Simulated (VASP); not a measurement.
Write the native input for VASP 6.6.1 that does the following.

- Task: single point
- Functional: PBE
- Potentials or basis: VASP PAW PBE potentials, release 64 (Cd, Te, Se)
- Cutoff: 520 eV
- k mesh: 6 × 6 × 1
- Occupations: gaussian, width 0.2 eV
- Spin: no spin polarisation
- Dipole correction: no
- Further INCAR settings: ALGO = Normal; EDIFF = 1e-06; NBANDS = 66

The structure of Cd3TeSe2 lies in POSCAR:

```
Cd3TeSe2
1.0
    4.4821365660      0.0000000000      0.0000000000
   -2.2410682830      3.8816441294      0.0000000000
    0.0000000000      0.0000000000     21.9638837000
Cd Te Se
6 2 4
Direct
    0.0000000000      0.0000000000      0.9997840000
    0.0000000000      0.0000000000      0.3197880000
    0.0000000000      0.0000000000      0.6803380000
    0.6666666667      0.3333333333      0.1596530000
    0.6666666667      0.3333333333      0.5004690000
    0.6666666667      0.3333333333      0.8399050000
    0.0000000000      0.0000000000      0.4503990000
    0.6666666667      0.3333333333      0.6302960000
    0.0000000000      0.0000000000      0.1223230000
    0.0000000000      0.0000000000      0.8024030000
    0.6666666667      0.3333333333      0.2822340000
    0.6666666667      0.3333333333      0.9624070000
```

The input as run:

INCAR

```
SYSTEM = Cd3TeSe2
  ALGO = Normal
  EDIFF = 1E-6
  ENCUT = 520
  GGA = PE
  ISIF = 2
  ISMEAR = 0
  LASPH = .True.
  LCHARG = .False.
  LREAL = .False.
  LWAVE = .False.
  NBANDS = 66
  NELM = 100
  PREC = Accurate
  SIGMA = 0.2
```

KPOINTS

```
k-points
0
Gamma
  6 6 1
  0 0 0
```

Potentials or basis: VASP PAW PBE potentials, release 64 (Cd, Te, Se).

Launch:

```sh
$ cat potpaw_PBE.64/Cd/POTCAR potpaw_PBE.64/Te/POTCAR potpaw_PBE.64/Se/POTCAR > POTCAR
$ mpirun -np 1 vasp_std > vasp.out
```

It gave:

```
Pressure      : 0.2 GPa
Largest force : 0.033 eV/Å
```

Run time: 5.2 min on 1 thread of Intel(R) Xeon(R) Platinum 8488C (Sapphire Rapids) (shared host), peak memory 0.54 GiB.
